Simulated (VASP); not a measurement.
Here is a VASP 6.6.1 calculation.

INCAR

```
SYSTEM = InP
PREC = Accurate
ENCUT = 520
EDIFF = 1E-6
ISMEAR = 0
SIGMA = 0.15
LREAL = .FALSE.
LASPH = .TRUE.
NELM = 100
ALGO = Normal
ISIF = 2
LWAVE = .FALSE.
LCHARG = .TRUE.
GGA = PE
LELF = .TRUE.
LVHAR = .TRUE.
NBANDS = 16
```

Contents of KPOINTS:

```
regular mesh
0
G
  14 14 14
  0 0 0
```

The input POSCAR:

```
InP
1.0
    0.0000000000      2.7701982124      2.7701982124
    2.7701982124      0.0000000000      2.7701982124
    2.7701982124      2.7701982124      0.0000000000
In P
1 1
Direct
   -0.0205473392      0.0205473392      0.0205473392
    0.5761678349      0.4238321651      0.4238321651
```

Potentials or basis: VASP PAW PBE potentials, release 64 (In_d, P).

Launch:

```bash
$ cat potpaw_PBE.64/In_d/POTCAR potpaw_PBE.64/P/POTCAR > POTCAR
$ mpirun -np 1 vasp_std > vasp.out
```

(1) What does it give for the largest force?

(2) Estimate the pressure.

Results:

(1) 3.834 eV/Å.

(2) 9.9 GPa.

Caveat: the cell differs from its parent crystal (mode 4 frozen in at -0.422 Å, normal strain along x +0.0000); forces of over 1 eV/Å act on the atoms, so gaps and moduli don't describe the material at rest.
